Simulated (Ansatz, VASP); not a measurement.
## Ge in VASP and in Ansatz

```xyz
1
Lattice="-1.7011 1.7011 1.7011 1.7011 -1.7011 1.7011 1.7011 1.7011 -1.7011" Properties=species:S:1:pos:R:3 pbc="T T T"
Ge    0.0000    0.0000    0.0000
```

Alike in both runs: functional revPBE; k mesh 13 × 13 × 13; occupations fermi-dirac, width 0.1 eV; no spin polarisation.

Ansatz relaxed the structure, and its values are those at the end. VASP's run is a single point on that final structure, the one shown.

|  | VASP | Ansatz |
| --- | --- | --- |
| version | VASP 6.6.1 | Ansatz 0.2.0 |
| potentials or method | VASP PAW PBE potentials, release 64 (Ge_d), cutoff 520 eV | plane waves (420 eV) with PAW, scalar-relativistic |
| valence electrons in the cell | 14 | 14 |

Ansatz gave:

```
pressure (GPa) : 0.0
```

Q: Which values does VASP return?

A: Pressure (GPa): -0.1.

VASP's potentials were made for PBE, not for revPBE.
